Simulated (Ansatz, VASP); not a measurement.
# One calculation of AlN, two programs

INCAR

```
SYSTEM = AlN
ALGO = Normal
EDIFF = 1E-6
ENCUT = 520
GGA = PE
ISIF = 2
ISMEAR = 0
LASPH = .TRUE.
LCHARG = .TRUE.
LELF = .TRUE.
LREAL = .FALSE.
LVHAR = .TRUE.
LWAVE = .FALSE.
NBANDS = 26
NELM = 80
PREC = Accurate
SIGMA = 0.05
```

Contents of KPOINTS:

```
k-points
0
G
  6 6 6
  0 0 0
```

POSCAR

```
AlN
1.0
    4.4025164325      0.0000000000      0.0000000000
    0.0000000000     -4.4025164325      0.0000000000
    0.0000000000      0.0000000000     -4.4025164325
Al N
4 4
Direct
   -0.1011869641     -0.0572399908     -0.1011869641
    0.5000000000      0.5000000000      0.0000000000
    0.5000000000      0.0000000000      0.5000000000
    0.0000000000      0.5000000000      0.5000000000
    0.7500000000      0.7500000000      0.7500000000
    0.2500000000      0.2500000000      0.7500000000
    0.2500000000      0.7500000000      0.2500000000
    0.7500000000      0.2500000000      0.2500000000
```

Input for Ansatz:

```yaml
crystal:
  lattice:
    - [4.4025164325, 0.0, 0.0]
    - [0.0, -4.4025164325, 0.0]
    - [0.0, 0.0, -4.4025164325]
  atoms:
    - { symbol: Al, position: [-0.1011869641, -0.0572399908, -0.1011869641] }
    - { symbol: Al, position: [0.5, 0.5, 0.0] }
    - { symbol: Al, position: [0.5, 0.0, 0.5] }
    - { symbol: Al, position: [0.0, 0.5, 0.5] }
    - { symbol: "N", position: [0.75, 0.75, 0.75] }
    - { symbol: "N", position: [0.25, 0.25, 0.75] }
    - { symbol: "N", position: [0.25, 0.75, 0.25] }
    - { symbol: "N", position: [0.75, 0.25, 0.25] }
basis:
  ecutwfc: 420
kpoints:
  mp_grid: { grid: [6, 6, 6] }
hamiltonian:
  xc: pbe
  pseudopotentials: { kind: paw, azcp: { folder: soft_1 } }
scf:
  occupations: { method: gaussian, width: 0.05 }
output:
  forces: true
  stress: true
  eigenvalues: true
```

Alike in both runs: task single point; functional PBE; k mesh 6 × 6 × 6; occupations gaussian, width 0.05 eV; no spin polarisation.

|  | VASP | Ansatz |
| --- | --- | --- |
| version | VASP 6.6.1 | Ansatz 0.2.0 |
| potentials or method | VASP PAW PBE potentials, release 64 (Al, N), cutoff 520 eV | scalar-relativistic, plane waves, PAW |
| valence electrons in the cell | 32 | 32 |

VASP gave:

| Item | Value |
| --- | --- |
| gap on the k mesh at the Fermi level (eV) | 1.13 |
| least direct gap on the mesh (eV) | 1.29 |
| rms of the force components (eV/Å) | 14.131 |

Question: What did Ansatz give for the same quantities?

Answer: gap on the k mesh at the Fermi level (eV): 1.13; least direct gap on the mesh (eV): 1.29; rms of the force components (eV/Å): 14.642.

Atom by atom the forces differ by 0.513 eV/Å (rms over components). The functional is the same, so the differences come from potentials, cutoffs and numerics.
